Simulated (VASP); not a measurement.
# Li (Im-3m) in VASP: a series of runs, part 2 of 2

VASP 6.6.1. Earlier steps stand in the parts before.

## Step 3: Relaxation of cell and atoms, LDA

This run uses another cell than the first one, of 21.61 Å³/atom.

INCAR reads:

```
PREC = Accurate ; ENCUT = 600
EDIFF = 1E-6 ; ISMEAR = 1
SIGMA = 0.1 ; LREAL = False
LASPH = True ; NELM = 80
ALGO = Normal ; ISIF = 3
LWAVE = False ; LCHARG = False
GGA = CA ; IBRION = 2
NSW = 80 ; EDIFFG = -0.02
```

KPOINTS reads:

```
regular mesh
0
Gamma
  10 10 10
```

POSCAR reads:

```
Li
1.0
   -1.7546500000      1.7546500000      1.7546500000
    1.7546500000     -1.7546500000      1.7546500000
    1.7546500000      1.7546500000     -1.7546500000
Li
1
Direct
    0.0000000000      0.0000000000      0.0000000000
```

Potentials or basis: VASP PAW LDA potentials, release 64 (Li_sv).

Run with:

```
> cat potpaw_LDA.64/Li_sv/POTCAR > POTCAR
> mpirun -np 1 vasp_std > vasp.out
```

OUTCAR:

```text
PREC = Accurate
   ENCUT = 600
   EDIFF = 1E-6
   ISMEAR = 1
   LREAL = False
   LASPH = True
   NELM = 80
   ISIF = 3
   GGA = CA
   IBRION = 2
   NSW = 80
   EDIFFG = -0.02

 ion  position               nearest neighbor table
   1  0.000  0.000  0.000-

  LATTYP: Found a body centered cubic cell.
 ALAT       =     3.5093000000

  Lattice vectors:

 A1 = (  -1.7546500000,   1.7546500000,   1.7546500000)
 A2 = (   1.7546500000,  -1.7546500000,   1.7546500000)
 A3 = (   1.7546500000,   1.7546500000,  -1.7546500000)

Analysis of symmetry for initial positions (statically):
=====================================================================
 Subroutine PRICEL returns:
 Original cell was already a primitive cell.

 Routine SETGRP: Setting up the symmetry group for a
 body centered cubic supercell.

 Subroutine GETGRP returns: Found 48 space group operations
 (whereof 48 operations were pure point group operations)
 out of a pool of 48 trial point group operations.

The static configuration has the point symmetry O_h .

Analysis of symmetry for dynamics (positions and initial velocities):
=====================================================================
 Subroutine PRICEL returns:
 Original cell was already a primitive cell.

 Routine SETGRP: Setting up the symmetry group for a
 body centered cubic supercell.

 Subroutine GETGRP returns: Found 48 space group operations
 (whereof 48 operations were pure point group operations)
 out of a pool of 48 trial point group operations.

The dynamic configuration has the point symmetry O_h .

 Subroutine INISYM returns: Found 48 space group operations
 (whereof 48 operations are pure point group operations),
 and found     1 'primitive' translations

----------------------------------------------------------------------------------------

                                     Primitive cell

  volume of cell :      21.6088

  direct lattice vectors                    reciprocal lattice vectors
    -1.754650000  1.754650000  1.754650000     0.000000000  0.284957114  0.284957114
     1.754650000 -1.754650000  1.754650000     0.284957114  0.000000000  0.284957114
     1.754650000  1.754650000 -1.754650000     0.284957114  0.284957114  0.000000000

  length of vectors
     3.039142950  3.039142950  3.039142950     0.402990215  0.402990215  0.402990215

  position of ions in fractional coordinates (direct lattice)
     0.000000000  0.000000000  0.000000000

  ion indices of the primitive-cell ions
   primitive index   ion index
                 1           1

----------------------------------------------------------------------------------------

 KPOINTS: regular mesh

Automatic generation of k-mesh.
 Grid dimensions read from file:
 generate k-points for:   10   10   10

 Generating k-lattice:

  Cartesian coordinates                     Fractional coordinates (reciprocal lattice)
     0.000000000  0.028495711  0.028495711     0.100000000  0.000000000  0.000000000
[... 40 lines left out ...]
 [... further k-points ...]
   k-points           NKPTS =     47   k-points in BZ     NKDIM =     47   number of bands    NBANDS=      5
   number of dos      NEDOS =    301   number of ions     NIONS =      1
   total plane-waves  NPLWV =  13824
   dimension x,y,z NGX =    24 NGY =   24 NGZ =   24
   dimension x,y,z NGXF=    48 NGYF=   48 NGZF=   48
   ions per type =               1
   NGX,Y,Z   is equivalent  to a cutoff of  13.13, 13.13, 13.13 a.u.
   NGXF,Y,Z  is equivalent  to a cutoff of  26.26, 26.26, 26.26 a.u.
 SYSTEM =  unknown system
   PREC   = accura    normal or accurate (medium, high low for compatibility)
   ISTART =      0    job   : 0-new  1-cont  2-samecut
   ICHARG =      2    charge: 1-file 2-atom 10-const
   ISPIN  =      1    spin polarized calculation?
   LNONCOLLINEAR =      F non collinear calculations
   LSORBIT =      F    spin-orbit coupling
   LASPH  =      T    aspherical Exc in radial PAW
   ENCUT  =  600.0 eV  44.10 Ry    6.64 a.u.   6.07  6.07  6.07*2*pi/ulx,y,z
   NELM   =     80;   NELMIN=  2; NELMDL= -5     # of ELM steps
   EDIFF  = 0.1E-05   stopping-criterion for ELM
   LREAL  =      F    real-space projection
   EDIFFG = -.2E-01   stopping-criterion for IOM
   NSW    =     80    number of steps for IOM
   IBRION =      2    ionic relax: 0-MD 1-quasi-New 2-CG
   NFREE  =      1    steps in history (QN), initial steepest desc. (CG)
   ISIF   =      3    stress and relaxation
   ISYM   =      2    0-nonsym 1-usesym 2-fastsym
   POTIM  = 0.5000    time-step for ionic-motion
   TEBEG  =    0.0;   TEEND  =   0.0 temperature during run
   PSTRESS=    0.0 pullay stress
   NELECT =       3.0000    total number of electrons
   NUPDOWN=      -1.0000    fix difference up-down
   EMIN   =  10.00;   EMAX   =-10.00  energy-range for DOS
   EFERMI =   0.00;   METHOD = LEGACY
   ISMEAR =     1;   SIGMA  =   0.10  broadening in eV -4-tet -1-fermi 0-gaus
   EFERMI_NEDOS =   21; number of points for ismear=-14 and -15
   IALGO  =     38    algorithm
   IMIX   =      4    mixing-type and parameters
     AMIX     =   0.40;   BMIX     =  1.00
     AMIX_MAG =   1.60;   BMIX_MAG =  1.00
  volume/ion in A,a.u.               =      21.61       145.82
  Fermi-wavevector in a.u.,A,eV,Ry     =   0.847692  1.601906  9.776898  0.718582
  Thomas-Fermi vector in A             =   1.963238
   LORBIT       =      0    0 simple, 1 ext, 2 COOP (PROOUT), +10 PAW based schemes
   GGA     = CA    functional components
   LHFCALC =     F    Hartree Fock is set to
   AEXX    =    0.0000 exact exchange contribution
   IVDW    =     0    specifies the selected vdW correction
   LEPSILON=     F    determine dielectric tensor
   LRPA    =     F    only Hartree local field effects (RPA)
 conjugate gradient relaxation of ions
 non-spin polarized calculation
 Methfessel and Paxton  Order N= 1 SIGMA  =   0.10
  energy-cutoff  :      600.00
  volume of cell :       21.61
 maximum number of plane-waves:       736
   NGX = 13   NGY = 13   NGZ = 13

--------------------------------------- Ionic step        1  -------------------------------------------

 number of electron       2.9999991 magnetization

 Free energy of the ion-electron system (eV)
  ---------------------------------------------------
  ext. energy  EPLUGINS =         0.00000000
  ---------------------------------------------------
  free energy    TOTEN  =        -2.02264126 eV

  energy without entropy =       -2.02250859  energy(sigma->0) =       -2.02259704

------------------------ aborting loop because EDIFF is reached ----------------------------------------

  FORCE on cell =-STRESS in cart. coord.  units (eV):
  Direction    XX          YY          ZZ          XY          YZ          ZX
  --------------------------------------------------------------------------------------
  -------------------------------------------------------------------------------------
  Total       -0.2206247     -0.2206247     -0.2206247     -0.0000000     -0.0000000     -0.0000000
  in kB      -16.3581167    -16.3581167    -16.3581167     -0.0000000     -0.0000000     -0.0000000
  external PRESSURE =     -16.3581167 kB  Pullay stress =       0.0000000 kB
[... 92 lines left out ...]
--------------------------------------- Ionic step        4  -------------------------------------------

 number of electron       3.0000005 magnetization

 Free energy of the ion-electron system (eV)
  ---------------------------------------------------
  ext. energy  EPLUGINS =         0.00000000
  ---------------------------------------------------
  free energy    TOTEN  =        -2.03866250 eV

  energy without entropy =       -2.03840889  energy(sigma->0) =       -2.03857796

 E-fermi :   0.8720     XC(G=0):  -7.3406

 val. band max:        0.8269935082   @ k =   0.3000   0.2000   0.0000
 cond. band min:       0.9484826200   @ k =   0.4000   0.1000   0.0000
 fundamental gap:      0.1214891118
 Fermi energy:         0.8720130829

 k-point     1 :       0.0000    0.0000    0.0000
  band No.  band energies     occupation
      1     -44.6728      2.00000
      2      -2.7671      2.00000
      3      15.9785      0.00000
      4      15.9785      0.00000
      5      15.9785      0.00000
[... 177 lines left out ...]
 k-point    24 :      -0.3000    0.3000    0.1000
  band No.  band energies     occupation
      1     -44.6518      2.00000
      2      -0.8502      2.00000
      3       8.4791      0.00000
      4      11.4157      0.00000
      5      13.9653      0.00000

 [... further k-points ...]

------------------------ aborting loop because EDIFF is reached ----------------------------------------

  FORCE on cell =-STRESS in cart. coord.  units (eV):
  Direction    XX          YY          ZZ          XY          YZ          ZX
  --------------------------------------------------------------------------------------
  -------------------------------------------------------------------------------------
  Total        0.0035828      0.0035828      0.0035828      0.0000000     -0.0000000     -0.0000000
  in kB        0.3058287      0.3058287      0.3058287      0.0000000     -0.0000000     -0.0000000
  external PRESSURE =       0.3058287 kB  Pullay stress =       0.0000000 kB
[... 16 lines left out ...]
  FREE ENERGIE OF THE ION-ELECTRON SYSTEM (eV)
  ---------------------------------------------------
  free  energy   TOTEN  =        -2.0386625003 eV

  energy  without entropy=       -2.0384088871  energy(sigma->0) =       -2.03857796

 reached required accuracy - stopping structural energy minimisation
```

OSZICAR:

```text
N       E                     dE             d eps       ncg     rms          rms(c)
DAV:   1     0.760617548164E+00    0.76062E+00   -0.77910E+02   470   0.451E+02
DAV:   2    -0.180378645643E+01   -0.25644E+01   -0.24458E+01   635   0.611E+01
DAV:   3    -0.202175994956E+01   -0.21797E+00   -0.21686E+00   635   0.120E+01
[... 27 lines left out ...]
DAV:   2    -0.203910640512E+01   -0.14343E-03   -0.66755E-03   540   0.780E-01    0.231E-01
DAV:   3    -0.203897289909E+01    0.13351E-03   -0.23571E-03   865   0.336E-01    0.193E-01
DAV:   4    -0.203866102795E+01    0.31187E-03   -0.43536E-04   885   0.178E-01    0.805E-03
DAV:   5    -0.203866245922E+01   -0.14313E-05   -0.13972E-05   465   0.518E-02    0.487E-03
DAV:   6    -0.203866250027E+01   -0.41050E-07   -0.95740E-07   310   0.988E-03
   4 F= -.20386625E+01 E0= -.20385780E+01  d E =-.160212E-01
```

Wall time 5.4 s (1 thread of AMD EPYC 9R45 (Zen 5), shared host); peak memory 0.09 GiB.

What came out:

| Property | Result |
| --- | --- |
| Free energy | -2.0387 eV |
| Relaxed volume | 18.77 Å³/atom |
| Relaxed cell | a = 2.900 Å, b = 2.900 Å, c = 2.900 Å, α = 109.47°, β = 109.47°, γ = 109.47° |
| Space group after relaxing (to 0.1 Å) | Im-3m (No. 229) |
| Energy gained by relaxing | 16.0 meV/atom |
| Ionic steps | 4 |
| Pressure after relaxing | 0.0 GPa |
| Band gap on the k mesh | zero (an odd number of electrons rules out a gap without spin polarisation) |

Step by step:
```
step  energy change (eV)  largest force (eV/Å)  pressure (GPa)  volume (Å³)
   1              0.0000                0.0000           -1.64        21.61
   2             -0.0064                0.0000           -1.35        20.93
   3             -0.0158                0.0000           -0.24        19.12
   4             -0.0160                0.0000            0.03        18.77
```

Final structure:
```cif
data_structure
_symmetry_space_group_name_H-M 'P 1'
_symmetry_Int_Tables_number 1
_cell_length_a 2.8997
_cell_length_b 2.8997
_cell_length_c 2.8997
_cell_angle_alpha 109.471
_cell_angle_beta 109.471
_cell_angle_gamma 109.471
_cell_volume 18.77
loop_
_atom_site_label
_atom_site_type_symbol
_atom_site_fract_x
_atom_site_fract_y
_atom_site_fract_z
_atom_site_occupancy
Li1 Li 0.00000 0.00000 0.00000 1
```

Caveat: the cutoff is under 1.25 times the usual one of these potentials, so pressure, stress and relaxed cells hold a basis-set (Pulay) error. LDA usually gives volumes a few per cent too small.
